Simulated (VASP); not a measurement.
Input of a VASP 6.6.1 run:

Contents of INCAR:

```
ALGO = Normal
EDIFF = 1E-6
ENCUT = 520
GGA = PE
ISIF = 2
ISMEAR = 0
LASPH = T
LCHARG = F
LREAL = F
LWAVE = F
NBANDS = 28
NELM = 60
PREC = Accurate
SIGMA = 0.02
```

Contents of KPOINTS:

```
k-points
0
Gamma
  8 8 8
```

File POSCAR:

```
SrTiO3
1.0
    3.9364041143      0.0000000000      0.0000000000
    0.0000000000      3.9364041143      0.0000000000
    0.0000000000      0.0000000000      3.9364041143
Sr Ti O
1 1 3
Direct
    0.5000000000      0.5000000000      0.5000000000
    0.0000000000      0.0000000000      0.0000000000
    0.5000000000      0.0000000000      0.0000000000
    0.0000000000      0.5000000000      0.0000000000
    0.0000000000      0.0000000000      0.5000000000
```

Potentials or basis: VASP PAW PBE potentials, release 64 (Sr_sv, Ti_sv, O).

The run is started by

```bash
$ cat potpaw_PBE.64/Sr_sv/POTCAR potpaw_PBE.64/Ti_sv/POTCAR potpaw_PBE.64/O/POTCAR > POTCAR
$ mpirun -np 1 vasp_std > vasp.out
```

(1) Estimate the band gap on the k mesh.

(2) Predict the pressure.

Results:

(1) 1.81 eV, indirect (least direct gap 2.18 eV).

(2) 0.6 GPa.
